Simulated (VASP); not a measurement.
A run of VASP 6.6.1 is set up as follows.

POSCAR

```
Mg
1.0
    0.0000000000      2.2650000000      2.2650000000
    2.2650000000      0.0000000000      2.2650000000
    2.2650000000      2.2650000000      0.0000000000
Mg
1
Direct
    0.0000000000      0.0000000000      0.0000000000
```

Contents of INCAR.step1:

```
  PREC = Accurate
  ENCUT = 660
  ISMEAR = 0
  SIGMA = 0.05
  LREAL = F
  LASPH = T
  NELM = 120
  GGA = PE
  ALGO = Normal
  EDIFF = 1E-5
  LWAVE = T
  LCHARG = F
  GGA_COMPAT = F
  IBRION = 2
  ISIF = 3
  EDIFFG = -0.005
  NELMIN = 4
  NSW = 100
```

INCAR.step2

```
  PREC = Accurate
  ENCUT = 660
  EDIFF = 1E-7
  ISMEAR = 0
  SIGMA = 0.05
  LREAL = F
  LASPH = T
  NELM = 120
  ALGO = Normal
  ISIF = 3
  LWAVE = F
  LCHARG = F
  METAGGA = R2SCAN
  LMIXTAU = T
  IBRION = 2
  NSW = 80
  EDIFFG = -0.02
  ISTART = 1
  GGA_COMPAT = F
  NELMIN = 4
```

KPOINTS

```
regular mesh
0
Gamma
  8 8 8
```

Potentials or basis: VASP PAW PBE potentials, release 64 (Mg).

Launch:

```sh
$ cat potpaw_PBE.64/Mg/POTCAR > POTCAR
$ cp INCAR.step1 INCAR
$ mpirun -np 1 vasp_std > vasp.out
$ cp INCAR.step2 INCAR
$ mpirun -np 1 vasp_std > vasp.out
```

(1) Estimate the relaxed volume.

(2) Estimate the band gap on the k mesh.

(3) Predict the space group after relaxing (to 0.1 Å).

Answers

(1) 22.60 Å³/atom.

(2) zero (bands 1 and 2 overlap by 2.76 eV).

(3) Fm-3m (No. 225).

Caveat: the PAW data sets were made with another functional, which shifts forces and pressure a little.
